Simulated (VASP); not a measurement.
A run of VASP 6.6.1 is set up as follows.

File INCAR:

```
  ALGO = Normal
  DIPOL = 0.5 0.5 0.357
  EDIFF = 1E-7
  ENCUT = 520
  GGA = PE
  IDIPOL = 3
  ISIF = 2
  ISMEAR = 0
  LASPH = True
  LCHARG = False
  LDIPOL = True
  LREAL = False
  LWAVE = False
  NBANDS = 32
  NELM = 60
  PREC = Accurate
  SIGMA = 0.1
```

File KPOINTS:

```
k-points
0
Gamma
  8 8 1
```

POSCAR

```
Ta4N
1.0
    3.3189671338      0.0000000000      0.0000000000
    0.0000000000      3.3189671338      0.0000000000
    0.0000000000      0.0000000000     20.2996559829
Ta N
4 1
Direct
    0.5000000000      0.5000000000      0.1970476743
    0.0000000000      0.0000000000      0.2787970186
    0.5000000000      0.5000000000      0.3599139064
    0.0000000000      0.0000000000      0.4334879365
    0.1250000000      0.1250000000      0.5158310266
```

Potentials or basis: VASP PAW PBE potentials, release 64 (Ta_pv, N).

Command:

```bash
$ cat potpaw_PBE.64/Ta_pv/POTCAR potpaw_PBE.64/N/POTCAR > POTCAR
$ mpirun -np 1 vasp_std > vasp.out
```

Estimate the largest force.

2.270 eV/Å.

Forces in eV/Å, atoms in the order of the input:
```
Ta   0.070  0.070  1.428
Ta  -0.004 -0.004 -1.500
Ta   0.036  0.036 -2.158
Ta  -0.853 -0.853  1.923
N    0.750  0.750  0.307
```
